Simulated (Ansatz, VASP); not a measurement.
# Fe in VASP and in Ansatz

```
Fe
1.0
     0.00000    1.74500    1.74500
     1.74500    0.00000    1.74500
     3.49000    3.49000    0.00000
Fe
2
Direct
  0.00000 0.00000 0.00000
  0.00000 0.00000 0.50000
```

Alike in both runs: task single point; functional PBE; k mesh 12 × 12 × 6; occupations gaussian, width 0.05 eV; collinear spin.

|  | VASP | Ansatz |
| --- | --- | --- |
| version | VASP 6.6.1 | Ansatz 0.2.0 |
| potentials or method | VASP PAW PBE potentials, release 64 (Fe), cutoff 520 eV | PAW, plane waves, scalar-relativistic |
| valence electrons in the cell | 16 | 32 |

|  | VASP | Ansatz | Ansatz less VASP |
| --- | --- | --- | --- |
| pressure (GPa) | -4.4 | -2.5 | +1.94 |
| traceless stress, the component that is largest in VASP (GPa) | 1.13 | 2.80 | +1.670 |
| net moment per atom (μB) | 0.53 | 0.00 | -0.533 |
| size of the moment on the site where the two differ most (μB) | 0.20 | 1.11 | +0.916 |

The net moments are unlike, so the other rows may belong to different states. Site moments also hang on the region over which each program counts them. VASP's potentials hold 16 valence electrons a cell and Ansatz's 32, so a difference there can come from the potentials and not from the codes. Ansatz's warnings: seeded moment not kept.
